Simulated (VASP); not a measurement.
# TiN (rocksalt type) (Fm-3m) in VASP: a series of runs, part 2 of 2

VASP 6.6.1.

**3. Relaxation of cell and atoms, PBE**

This run uses another cell than the first one, of 11.12 Å³/atom, 1.096 times its volume.

Contents of INCAR:

```
SYSTEM = TiN
ALGO = Normal ; EDIFF = 1E-7
EDIFFG = -0.005 ; ENCUT = 600
GGA = PE ; IBRION = 2
ISIF = 3 ; ISMEAR = -1
LASPH = .True. ; LCHARG = .False.
LREAL = .False. ; LWAVE = .False.
NELM = 100 ; NSW = 100
PREC = Accurate ; SIGMA = 0.03
```

Contents of KPOINTS:

```
k-points
0
Gamma
  16 16 16
  0 0 0
```

Contents of POSCAR:

```
TiN
1.0
    0.0000000000      2.2322827293      2.2322827293
    2.2322827293      0.0000000000      2.2322827293
    2.2322827293      2.2322827293      0.0000000000
Ti N
1 1
Direct
    0.0000000000      0.0000000000      0.0000000000
    0.5000000000      0.5000000000      0.5000000000
```

Potentials or basis: VASP PAW PBE potentials, release 64 (Ti_sv, N).

Run with:

```console
$ cat potpaw_PBE.64/Ti_sv/POTCAR potpaw_PBE.64/N/POTCAR > POTCAR
$ mpirun -np 1 vasp_std > vasp.out
```

OUTCAR:

```text
SYSTEM = TiN
   EDIFF = 1E-7
   EDIFFG = -0.005
   ENCUT = 600
   GGA = PE
   IBRION = 2
   ISIF = 3
   ISMEAR = -1
   LASPH = .True.
   LREAL = .False.
   NELM = 100
   NSW = 100
   PREC = Accurate

 ion  position               nearest neighbor table
   1  0.000  0.000  0.000-   2 2.23   2 2.23   2 2.23   2 2.23   2 2.23   2 2.23
   2  0.500  0.500  0.500-   1 2.23   1 2.23   1 2.23   1 2.23   1 2.23   1 2.23

  LATTYP: Found a face centered cubic cell.
 ALAT       =     4.4645654586

  Lattice vectors:

 A1 = (   0.0000000000,   2.2322827293,   2.2322827293)
 A2 = (   2.2322827293,   0.0000000000,   2.2322827293)
 A3 = (   2.2322827293,   2.2322827293,   0.0000000000)

Analysis of symmetry for initial positions (statically):
=====================================================================
 Subroutine PRICEL returns:
 Original cell was already a primitive cell.

 Routine SETGRP: Setting up the symmetry group for a
 face centered cubic supercell.

 Subroutine GETGRP returns: Found 48 space group operations
 (whereof 48 operations were pure point group operations)
 out of a pool of 48 trial point group operations.

The static configuration has the point symmetry O_h .

Analysis of symmetry for dynamics (positions and initial velocities):
=====================================================================
 Subroutine PRICEL returns:
 Original cell was already a primitive cell.

 Routine SETGRP: Setting up the symmetry group for a
 face centered cubic supercell.

 Subroutine GETGRP returns: Found 48 space group operations
 (whereof 48 operations were pure point group operations)
 out of a pool of 48 trial point group operations.

The dynamic configuration has the point symmetry O_h .

 Subroutine INISYM returns: Found 48 space group operations
 (whereof 48 operations are pure point group operations),
 and found     1 'primitive' translations

----------------------------------------------------------------------------------------

                                     Primitive cell

  volume of cell :      22.2473

  direct lattice vectors                    reciprocal lattice vectors
     0.000000000  2.232282729  2.232282729    -0.223985964  0.223985964  0.223985964
     2.232282729  0.000000000  2.232282729     0.223985964 -0.223985964  0.223985964
     2.232282729  2.232282729  0.000000000     0.223985964  0.223985964 -0.223985964

  length of vectors
     3.156924511  3.156924511  3.156924511     0.387955071  0.387955071  0.387955071

  position of ions in fractional coordinates (direct lattice)
     0.000000000  0.000000000  0.000000000
     0.500000000  0.500000000  0.500000000

  ion indices of the primitive-cell ions
   primitive index   ion index
                 1           1
                 2           2

----------------------------------------------------------------------------------------

 KPOINTS: k-points

Automatic generation of k-mesh.
 Grid dimensions read from file:
 generate k-points for:   16   16   16

 Generating k-lattice:

  Cartesian coordinates                     Fractional coordinates (reciprocal lattice)
    -0.013999123  0.013999123  0.013999123     0.062500000  0.000000000  0.000000000
     0.013999123 -0.013999123  0.013999123     0.000000000  0.062500000  0.000000000
     0.013999123  0.013999123 -0.013999123     0.000000000  0.000000000  0.062500000

  Length of vectors
     0.024247192  0.024247192  0.024247192

  Shift w.r.t. Gamma in fractional coordinates (k-lattice)
     0.000000000  0.000000000  0.000000000

 Subroutine IBZKPT returns following result:
 ===========================================

 Found    145 irreducible k-points:

 Following reciprocal coordinates:
            Coordinates               Weight
  0.000000  0.000000  0.000000      1.000000
  0.062500  0.000000  0.000000      8.000000
  0.125000  0.000000  0.000000      8.000000
  0.187500  0.000000  0.000000      8.000000
  0.250000  0.000000  0.000000      8.000000
  0.312500  0.000000  0.000000      8.000000
[... 16 lines left out ...]
 -0.125000  0.062500  0.000000     24.000000
 -0.062500  0.062500  0.000000     12.000000
 [... further k-points ...]
   k-points           NKPTS =    145   k-points in BZ     NKDIM =    145   number of bands    NBANDS=     12
   number of dos      NEDOS =    301   number of ions     NIONS =      2
   total plane-waves  NPLWV =  21952
   dimension x,y,z NGX =    28 NGY =   28 NGZ =   28
   dimension x,y,z NGXF=    56 NGYF=   56 NGZF=   56
   ions per type =               1   1
   NGX,Y,Z   is equivalent  to a cutoff of  14.75, 14.75, 14.75 a.u.
   NGXF,Y,Z  is equivalent  to a cutoff of  29.49, 29.49, 29.49 a.u.
 SYSTEM =  TiN
   PREC   = accura    normal or accurate (medium, high low for compatibility)
   ISTART =      0    job   : 0-new  1-cont  2-samecut
   ICHARG =      2    charge: 1-file 2-atom 10-const
   ISPIN  =      1    spin polarized calculation?
   LNONCOLLINEAR =      F non collinear calculations
   LSORBIT =      F    spin-orbit coupling
   LASPH  =      T    aspherical Exc in radial PAW
   ENCUT  =  600.0 eV  44.10 Ry    6.64 a.u.   6.31  6.31  6.31*2*pi/ulx,y,z
   NELM   =    100;   NELMIN=  2; NELMDL= -5     # of ELM steps
   EDIFF  = 0.1E-06   stopping-criterion for ELM
   LREAL  =      F    real-space projection
   EDIFFG = -.5E-02   stopping-criterion for IOM
   NSW    =    100    number of steps for IOM
   IBRION =      2    ionic relax: 0-MD 1-quasi-New 2-CG
   NFREE  =      1    steps in history (QN), initial steepest desc. (CG)
   ISIF   =      3    stress and relaxation
   ISYM   =      2    0-nonsym 1-usesym 2-fastsym
   POTIM  = 0.5000    time-step for ionic-motion
   TEBEG  =    0.0;   TEEND  =   0.0 temperature during run
   PSTRESS=    0.0 pullay stress
   NELECT =      17.0000    total number of electrons
   NUPDOWN=      -1.0000    fix difference up-down
   EMIN   =  10.00;   EMAX   =-10.00  energy-range for DOS
   EFERMI =   0.00;   METHOD = LEGACY
   ISMEAR =    -1;   SIGMA  =   0.03  broadening in eV -4-tet -1-fermi 0-gaus
   EFERMI_NEDOS =   21; number of points for ismear=-14 and -15
   IALGO  =     38    algorithm
   IMIX   =      4    mixing-type and parameters
     AMIX     =   0.40;   BMIX     =  1.00
     AMIX_MAG =   1.60;   BMIX_MAG =  1.00
  volume/ion in A,a.u.               =      11.12        75.07
  Fermi-wavevector in a.u.,A,eV,Ry     =   1.496690  2.828335 30.478163  2.240082
  Thomas-Fermi vector in A             =   2.608674
   LORBIT       =      0    0 simple, 1 ext, 2 COOP (PROOUT), +10 PAW based schemes
   GGA     = PE    functional components
   LHFCALC =     F    Hartree Fock is set to
   AEXX    =    0.0000 exact exchange contribution
   IVDW    =     0    specifies the selected vdW correction
   LEPSILON=     F    determine dielectric tensor
   LRPA    =     F    only Hartree local field effects (RPA)
 conjugate gradient relaxation of ions
 non-spin polarized calculation
  energy-cutoff  :      600.00
  volume of cell :       22.25
 maximum number of plane-waves:       754
 NGX is ok and might be reduce to    28
   NGX = 13   NGY = 13   NGZ = 13

--------------------------------------- Ionic step        1  -------------------------------------------

 number of electron      17.0000000 magnetization

 Free energy of the ion-electron system (eV)
  ---------------------------------------------------
  ext. energy  EPLUGINS =         0.00000000
  ---------------------------------------------------
  free energy    TOTEN  =       -19.31749237 eV

  energy without entropy =      -19.31366924  energy(sigma->0) =      -19.31558080

 E-fermi :   9.4567     XC(G=0): -12.1918

 val. band max:        9.4372614090   @ k =  -0.3750   0.4375   0.1875
 cond. band min:       9.4575065170   @ k =   0.4375   0.1875   0.0625
 fundamental gap:      0.0202451079
 Fermi energy:         9.4567131415

 k-point     1 :       0.0000    0.0000    0.0000
  band No.  band energies     occupation
      1     -48.6385      2.00000
      2     -24.6999      2.00000
      3     -24.6999      2.00000
      4     -24.6999      2.00000
      5      -6.6838      2.00000
      6       7.6414      2.00000
      7       7.6414      2.00000
      8       7.6414      2.00000
      9       8.9605      2.00000
     10       8.9605      2.00000
     11       8.9605      2.00000
     12       9.8999      0.00000
[... 558 lines left out ...]
  energy  without entropy=      -19.6422511436  energy(sigma->0) =      -19.64399003

--------------------------------------- Ionic step        7  -------------------------------------------

 number of electron      16.9999999 magnetization

 Free energy of the ion-electron system (eV)
  ---------------------------------------------------
  ext. energy  EPLUGINS =         0.00000000
  ---------------------------------------------------
  free energy    TOTEN  =       -19.64580013 eV

  energy without entropy =      -19.64232607  energy(sigma->0) =      -19.64406310

 E-fermi :  11.3960     XC(G=0): -12.9944

 val. band max:       11.3944197479   @ k =   0.4375   0.1875   0.0625
 cond. band min:      11.3978536160   @ k =   0.3750   0.1250   0.0000
 fundamental gap:      0.0034338681
 Fermi energy:        11.3959771717

 k-point     1 :       0.0000    0.0000    0.0000
  band No.  band energies     occupation
      1     -46.4933      2.00000
      2     -22.4766      2.00000
      3     -22.4766      2.00000
      4     -22.4766      2.00000
      5      -5.6879      2.00000
      6       9.3484      2.00000
      7       9.3484      2.00000
      8       9.3484      2.00000
      9      10.7744      2.00000
     10      10.7744      2.00000
     11      10.7744      2.00000
     12      11.9572      0.00000
[... 374 lines left out ...]
  FREE ENERGIE OF THE ION-ELECTRON SYSTEM (eV)
  ---------------------------------------------------
  free  energy   TOTEN  =       -19.6458001311 eV

  energy  without entropy=      -19.6423260662  energy(sigma->0) =      -19.64406310

 reached required accuracy - stopping structural energy minimisation
```

Wall time 3.6 min (1 thread of AMD EPYC 9R14 (Zen 4), shared host); peak memory 0.18 GiB.

Results:

* Free energy: -19.6458 eV
* Relaxed volume: 9.58 Å³/atom
* Relaxed cell: a = 3.004 Å, b = 3.004 Å, c = 3.004 Å, α = 60.00°, β = 60.00°, γ = 60.00°
* Space group after relaxing (to 0.05 Å): Fm-3m (No. 225)
* Energy gained by relaxing: 164.2 meV/atom
* Ionic steps: 7
* Pressure after relaxing: 0.0 GPa

The path:
```
step  energy change (eV)  largest force (eV/Å)  pressure (GPa)  volume (Å³)
   1              0.0000                0.0000          -29.96        22.25
   2              0.2045                0.0000           66.52        16.20
   3             -0.3278                0.0000           -1.48        19.28
   4             -0.3283                0.0000           -0.34        19.19
   5             -0.3283                0.0000            0.50        19.14
   6             -0.3282                0.0000           -0.51        19.21
   7             -0.3283                0.0000            0.01        19.17
```

Final structure:
```cif
data_structure
_symmetry_space_group_name_H-M 'P 1'
_symmetry_Int_Tables_number 1
_cell_length_a 3.0040
_cell_length_b 3.0040
_cell_length_c 3.0040
_cell_angle_alpha 60.000
_cell_angle_beta 60.000
_cell_angle_gamma 60.000
_cell_volume 19.17
loop_
_atom_site_label
_atom_site_type_symbol
_atom_site_fract_x
_atom_site_fract_y
_atom_site_fract_z
_atom_site_occupancy
Ti1 Ti 0.00000 0.00000 0.00000 1
N1 N 0.50000 0.50000 0.50000 1
```
